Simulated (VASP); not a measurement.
# Cs (Im-3m) in VASP: a series of runs

Runs on Cs. Level: PBE. Tasks: single point.

All numbers are computed with VASP 6.6.1; they aren't measurements. Logs are shortened: lines on timing, memory, paths and dates and some standing lists are left out, and cuts for length are marked.

### 1 The cell of the first run

Symmetry: Im-3m, No. 229, cubic system. The conventional cell has a = 3.860 Å, b = 3.860 Å, c = 3.860 Å, α = 90.00°, β = 90.00°, γ = 90.00°. Cs (site symmetry m-3m) has 14 Cs at 3.34 to 3.86 Å within 4.4 Å.

### 2 Single point, PBE

The input, INCAR:

```
ALGO = Normal
EDIFF = 1E-7
ENCUT = 520
GGA = PE
ISIF = 2
ISMEAR = -1
LASPH = T
LCHARG = T
LELF = T
LREAL = F
LVHAR = T
LWAVE = F
NBANDS = 10
NELM = 80
PREC = Accurate
SIGMA = 0.05
```

The input, KPOINTS:

```
k-points
0
Gamma
  6 6 6
```

The input, POSCAR:

```
Cs
1.0
   -1.9298599685      1.9298599685      1.9298599685
    1.9298599685     -1.9298599685      1.9298599685
    1.9298599685      1.9298599685     -1.9298599685
Cs
1
Direct
    0.0000000000      0.0000000000      0.0000000000
```

Potentials or basis: VASP PAW PBE potentials, release 64 (Cs_sv).

Command:

```sh
$ cat potpaw_PBE.64/Cs_sv/POTCAR > POTCAR
$ mpirun -np 1 vasp_std > vasp.out
```

OUTCAR:

```text
EDIFF = 1E-7
   ENCUT = 520
   GGA = PE
   ISIF = 2
   ISMEAR = -1
   LASPH = T
   LREAL = F
   NELM = 80
   PREC = Accurate

 ion  position               nearest neighbor table
   1  0.000  0.000  0.000-

  LATTYP: Found a body centered cubic cell.
 ALAT       =     3.8597199370

  Lattice vectors:

 A1 = (  -1.9298599685,   1.9298599685,   1.9298599685)
 A2 = (   1.9298599685,  -1.9298599685,   1.9298599685)
 A3 = (   1.9298599685,   1.9298599685,  -1.9298599685)

Analysis of symmetry for initial positions (statically):
=====================================================================
 Subroutine PRICEL returns:
 Original cell was already a primitive cell.

 Routine SETGRP: Setting up the symmetry group for a
 body centered cubic supercell.

 Subroutine GETGRP returns: Found 48 space group operations
 (whereof 48 operations were pure point group operations)
 out of a pool of 48 trial point group operations.

The static configuration has the point symmetry O_h .

Analysis of symmetry for dynamics (positions and initial velocities):
=====================================================================
 Subroutine PRICEL returns:
 Original cell was already a primitive cell.

 Routine SETGRP: Setting up the symmetry group for a
 body centered cubic supercell.

 Subroutine GETGRP returns: Found 48 space group operations
 (whereof 48 operations were pure point group operations)
 out of a pool of 48 trial point group operations.

The dynamic configuration has the point symmetry O_h .

 Subroutine INISYM returns: Found 48 space group operations
 (whereof 48 operations are pure point group operations),
 and found     1 'primitive' translations

----------------------------------------------------------------------------------------

                                     Primitive cell

  volume of cell :      28.7500

  direct lattice vectors                    reciprocal lattice vectors
    -1.929859968  1.929859968  1.929859968     0.000000000  0.259086156  0.259086156
     1.929859968 -1.929859968  1.929859968     0.259086156  0.000000000  0.259086156
     1.929859968  1.929859968 -1.929859968     0.259086156  0.259086156  0.000000000

  length of vectors
     3.342615517  3.342615517  3.342615517     0.366403155  0.366403155  0.366403155
[... 70 lines left out ...]
   EDIFF  = 0.1E-06   stopping-criterion for ELM
   LREAL  =      F    real-space projection
   EDIFFG = 0.1E-05   stopping-criterion for IOM
   NSW    =      0    number of steps for IOM
   IBRION =     -1    ionic relax: 0-MD 1-quasi-New 2-CG
   NFREE  =      0    steps in history (QN), initial steepest desc. (CG)
   ISIF   =      2    stress and relaxation
   ISYM   =      2    0-nonsym 1-usesym 2-fastsym
   POTIM  = 0.5000    time-step for ionic-motion
   TEBEG  =    0.0;   TEEND  =   0.0 temperature during run
   PSTRESS=    0.0 pullay stress
   NELECT =       9.0000    total number of electrons
   NUPDOWN=      -1.0000    fix difference up-down
   EMIN   =  10.00;   EMAX   =-10.00  energy-range for DOS
   EFERMI =   0.00;   METHOD = LEGACY
   ISMEAR =    -1;   SIGMA  =   0.05  broadening in eV -4-tet -1-fermi 0-gaus
   EFERMI_NEDOS =   21; number of points for ismear=-14 and -15
   IALGO  =     38    algorithm
   IMIX   =      4    mixing-type and parameters
     AMIX     =   0.40;   BMIX     =  1.00
     AMIX_MAG =   1.60;   BMIX_MAG =  1.00
  volume/ion in A,a.u.               =      28.75       194.01
  Fermi-wavevector in a.u.,A,eV,Ry     =   1.111586  2.100594 16.811688  1.235624
  Thomas-Fermi vector in A             =   2.248151
   LORBIT       =      0    0 simple, 1 ext, 2 COOP (PROOUT), +10 PAW based schemes
   GGA     = PE    functional components
   LHFCALC =     F    Hartree Fock is set to
   AEXX    =    0.0000 exact exchange contribution
   IVDW    =     0    specifies the selected vdW correction
   LEPSILON=     F    determine dielectric tensor
   LRPA    =     F    only Hartree local field effects (RPA)
 non-spin polarized calculation
  energy-cutoff  :      520.00
  volume of cell :       28.75
 maximum number of plane-waves:       798
 NGX is ok and might be reduce to    28
   NGX = 13   NGY = 13   NGZ = 13

 number of electron       8.9999998 magnetization

 Free energy of the ion-electron system (eV)
  ---------------------------------------------------
  ext. energy  EPLUGINS =         0.00000000
  ---------------------------------------------------
  free energy    TOTEN  =         1.08036718 eV

  energy without entropy =        1.10233764  energy(sigma->0) =        1.09135241

 E-fermi :   7.1701     XC(G=0): -10.5360

 val. band max:        7.1218450649   @ k =   0.3333   0.1667   0.0000
 cond. band min:       7.1900340560   @ k =  -0.3333   0.5000   0.1667
 fundamental gap:      0.0681889911
 Fermi energy:         7.1700801409

 k-point     1 :       0.0000    0.0000    0.0000
  band No.  band energies     occupation
      1     -18.0763      2.00000
      2      -1.6398      2.00000
      3      -1.6398      2.00000
      4      -1.6398      2.00000
      5       6.8938      1.99207
      6      10.5144      0.00000
      7      10.5144      0.00000
      8      10.5144      0.00000
      9      13.2302      0.00000
     10      13.2302      0.00000
[... 183 lines left out ...]
 k-point    16 :       0.5000    0.5000    0.5000
  band No.  band energies     occupation
      1     -15.9817      2.00000
      2      -4.8499      2.00000
      3      -4.8499      2.00000
      4      -4.8499      2.00000
      5       4.7570      2.00000
      6       4.7570      2.00000
      7      18.0715      0.00000
      8      18.0722      0.00000
      9      18.0746      0.00000
     10      18.4171      0.00000

------------------------ aborting loop because EDIFF is reached ----------------------------------------

  FORCE on cell =-STRESS in cart. coord.  units (eV):
  Direction    XX          YY          ZZ          XY          YZ          ZX
  --------------------------------------------------------------------------------------
  -------------------------------------------------------------------------------------
  Total        3.7760758      3.7760758      3.7760758     -0.0000000     -0.0000000     -0.0000000
  in kB      210.4330288    210.4330288    210.4330288     -0.0000000     -0.0000000     -0.0000000
  external PRESSURE =     210.4330288 kB  Pullay stress =       0.0000000 kB

 VOLUME and BASIS-vectors are now :
 -----------------------------------------------------------------------------
  energy-cutoff  :      520.00
  volume of cell :       28.75
      direct lattice vectors                 reciprocal lattice vectors
    -1.929859968  1.929859968  1.929859968     0.000000000  0.259086156  0.259086156
     1.929859968 -1.929859968  1.929859968     0.259086156  0.000000000  0.259086156
     1.929859968  1.929859968 -1.929859968     0.259086156  0.259086156  0.000000000

 POSITION                                       TOTAL-FORCE (eV/Angst)
 -----------------------------------------------------------------------------------
      0.00000      0.00000      0.00000        -0.000000     -0.000000      0.000000
 -----------------------------------------------------------------------------------
    total drift:                               -0.000000      0.000000     -0.000000

  FREE ENERGIE OF THE ION-ELECTRON SYSTEM (eV)
  ---------------------------------------------------
  free  energy   TOTEN  =         1.0803671763 eV

  energy  without entropy=        1.1023376376  energy(sigma->0) =        1.09135241
```

Wall time 3.6 s (1 thread of Intel Xeon 6975P-C (Granite Rapids), shared host); peak memory 0.15 GiB.

What came out:

- Free energy: 1.0804 eV
- Pressure: 21.0 GPa
- Band gap on the k mesh: zero (an odd number of electrons rules out a gap without spin polarisation)

Caveat: the k points lie up to 0.38 Å⁻¹ apart, too coarse for converged energies and pressures of a metal; spin-orbit coupling is left out, which moves the levels of the heavy elements.

### 3 Single point, PBE

This run uses another cell than the first one, of 36.03 Å³/atom.

The input, INCAR:

```
  PREC = Accurate
  ENCUT = 520
  EDIFF = 1E-6
  ISMEAR = -1
  SIGMA = 0.05
  LREAL = False
  LASPH = True
  NELM = 100
  ALGO = Fast
  ISIF = 2
  LWAVE = False
  LCHARG = False
  GGA = PE
  NBANDS = 10
```

The input, KPOINTS:

```
Automatic mesh
0
Gamma
  6 6 6
```

The input, POSCAR:

```
Cs
1.0
   -2.0807356845      2.0807356845      2.0807356845
    2.0807356845     -2.0807356845      2.0807356845
    2.0807356845      2.0807356845     -2.0807356845
Cs
1
Direct
    0.0000000000      0.0000000000      0.0000000000
```

Potentials or basis: VASP PAW PBE potentials, release 64 (Cs_sv).

Command:

```sh
$ cat potpaw_PBE.64/Cs_sv/POTCAR > POTCAR
$ mpirun -np 1 vasp_std > vasp.out
```

OUTCAR:

```text
PREC = Accurate
   ENCUT = 520
   EDIFF = 1E-6
   ISMEAR = -1
   LREAL = False
   LASPH = True
   NELM = 100
   ISIF = 2
   GGA = PE

 ion  position               nearest neighbor table
   1  0.000  0.000  0.000-

  LATTYP: Found a body centered cubic cell.
 ALAT       =     4.1614713690

  Lattice vectors:

 A1 = (  -2.0807356845,   2.0807356845,   2.0807356845)
 A2 = (   2.0807356845,  -2.0807356845,   2.0807356845)
 A3 = (   2.0807356845,   2.0807356845,  -2.0807356845)

Analysis of symmetry for initial positions (statically):
=====================================================================
 Subroutine PRICEL returns:
 Original cell was already a primitive cell.

 Routine SETGRP: Setting up the symmetry group for a
 body centered cubic supercell.

 Subroutine GETGRP returns: Found 48 space group operations
 (whereof 48 operations were pure point group operations)
 out of a pool of 48 trial point group operations.

The static configuration has the point symmetry O_h .

[... 152 lines left out ...]
 cond. band min:       5.7774325111   @ k =  -0.3333   0.5000   0.1667
 fundamental gap:      0.2902640615
 Fermi energy:         5.5257621568

 k-point     1 :       0.0000    0.0000    0.0000
  band No.  band energies     occupation
      1     -18.9664      2.00000
      2      -3.9275      2.00000
      3      -3.9275      2.00000
      4      -3.9275      2.00000
      5       4.0908      2.00000
      6       8.6613      0.00000
      7       8.6613      0.00000
      8       8.6613      0.00000
      9      10.9315      0.00000
     10      10.9315      0.00000
[... 183 lines left out ...]
 k-point    16 :       0.5000    0.5000    0.5000
  band No.  band energies     occupation
      1     -17.8816      2.00000
      2      -5.9738      2.00000
      3      -5.9738      2.00000
      4      -5.9738      2.00000
      5       3.9344      2.00000
      6       3.9344      2.00000
      7      14.5593      0.00000
      8      14.5596      0.00000
      9      14.5602      0.00000
     10      14.7185      0.00000

------------------------ aborting loop because EDIFF is reached ----------------------------------------

  FORCE on cell =-STRESS in cart. coord.  units (eV):
  Direction    XX          YY          ZZ          XY          YZ          ZX
  --------------------------------------------------------------------------------------
  -------------------------------------------------------------------------------------
  Total        2.2889484      2.2889484      2.2889484      0.0000000     -0.0000000      0.0000000
  in kB      101.7737679    101.7737679    101.7737679      0.0000000     -0.0000000      0.0000000
  external PRESSURE =     101.7737679 kB  Pullay stress =       0.0000000 kB

 VOLUME and BASIS-vectors are now :
 -----------------------------------------------------------------------------
  energy-cutoff  :      520.00
  volume of cell :       36.03
      direct lattice vectors                 reciprocal lattice vectors
    -2.080735685  2.080735685  2.080735685     0.000000000  0.240299623  0.240299623
     2.080735685 -2.080735685  2.080735685     0.240299623  0.000000000  0.240299623
     2.080735685  2.080735685 -2.080735685     0.240299623  0.240299623  0.000000000

 POSITION                                       TOTAL-FORCE (eV/Angst)
 -----------------------------------------------------------------------------------
      0.00000      0.00000      0.00000         0.000000     -0.000000      0.000000
 -----------------------------------------------------------------------------------
    total drift:                               -0.000000      0.000000     -0.000000

  FREE ENERGIE OF THE ION-ELECTRON SYSTEM (eV)
  ---------------------------------------------------
  free  energy   TOTEN  =         0.4238515601 eV

  energy  without entropy=        0.4385634246  energy(sigma->0) =        0.43120749
```

OSZICAR:

```text
N       E                     dE             d eps       ncg     rms          rms(c)
DAV:   1     0.414388918253E+02    0.41439E+02   -0.39527E+03   320   0.731E+02
DAV:   2     0.235442588268E+01   -0.39084E+02   -0.38124E+02   398   0.126E+02
DAV:   3     0.368800567995E+00   -0.19856E+01   -0.19817E+01   368   0.299E+01
DAV:   4     0.359248157400E+00   -0.95524E-02   -0.95514E-02   402   0.235E+00
DAV:   5     0.359235305059E+00   -0.12852E-04   -0.12853E-04   384   0.789E-02    0.977E-01
RMM:   6     0.408718382555E+00    0.49483E-01   -0.35517E-02   325   0.104E+00    0.476E-01
RMM:   7     0.423917874583E+00    0.15199E-01   -0.46049E-02   333   0.124E+00    0.121E-01
RMM:   8     0.423817769157E+00   -0.10011E-03   -0.21112E-03   348   0.353E-01    0.358E-02
RMM:   9     0.423840152370E+00    0.22383E-04   -0.37992E-04   364   0.126E-01    0.228E-02
RMM:  10     0.423854019108E+00    0.13867E-04   -0.29139E-05   376   0.405E-02    0.724E-03
RMM:  11     0.423851607809E+00   -0.24113E-05   -0.47878E-06   334   0.159E-02    0.349E-03
RMM:  12     0.423851560087E+00   -0.47722E-07   -0.34034E-07   255   0.410E-03
   1 F= 0.42385156E+00 E0= 0.43120749E+00  d E =-.147119E-01
```

Wall time 4.3 s (1 thread of Intel Xeon 6975P-C (Granite Rapids), shared host); peak memory 0.14 GiB.

Results:

| Item | Value |
| --- | --- |
| Free energy | 0.4239 eV |
| Pressure | 10.2 GPa |
| Band gap on the k mesh | zero (an odd number of electrons rules out a gap without spin polarisation) |

Caveat: the cell stands under pressure; spin-orbit coupling is left out, which moves the levels of the heavy elements.
